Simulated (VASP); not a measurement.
A run of VASP 6.6.1 is set up as follows.

Contents of POSCAR:

```
Ni
1.0
    0.0000000000      1.7380692641      1.7380692641
    1.7380692641      0.0000000000      1.7380692641
    1.7380692641      1.7380692641      0.0000000000
Ni
1
Direct
    0.0000000000      0.0000000000      0.0000000000
```

File INCAR.step1:

```
SYSTEM = Ni
  PREC = Accurate
  ENCUT = 520
  ISMEAR = -1
  SIGMA = 0.01
  LREAL = .False.
  LASPH = .True.
  NELM = 150
  ISPIN = 2
  MAGMOM = 0.807
  LMAXMIX = 4
  NBANDS = 15
  GGA = PE
  ALGO = Normal
  EDIFF = 1E-4
  LWAVE = .True.
  LCHARG = .False.
```

The input INCAR.step2:

```
SYSTEM = Ni
  PREC = Accurate
  ENCUT = 520
  EDIFF = 1E-6
  ISMEAR = -1
  SIGMA = 0.01
  LREAL = .False.
  LASPH = .True.
  NELM = 150
  ALGO = Normal
  ISIF = 2
  LWAVE = .False.
  LCHARG = .True.
  ISPIN = 2
  MAGMOM = 0.807
  LORBIT = 11
  LMAXMIX = 4
  METAGGA = R2SCAN
  LMIXTAU = .True.
  LELF = .True.
  LVHAR = .True.
  NBANDS = 15
  ISTART = 1
```

The input KPOINTS:

```
regular mesh
0
Gamma
  15 15 15
  0 0 0
```

Potentials or basis: VASP PAW PBE potentials, release 64 (Ni).

Command:

```bash
$ cat potpaw_PBE.64/Ni/POTCAR > POTCAR
$ cp INCAR.step1 INCAR
$ mpirun -np 1 vasp_std > vasp.out
$ cp INCAR.step2 INCAR
$ mpirun -np 1 vasp_std > vasp.out
```

**Question.** Predict the site moments.

**Answer.** Ni +0.70 μB.

**Question.** Estimate the pressure.

**Answer.** 0.3 GPa.

**Question.** What does it give for the net moment?

**Answer.** 0.68 μB per cell.

Caveat: the PAW data sets were made with another functional, which shifts forces and pressure a little.
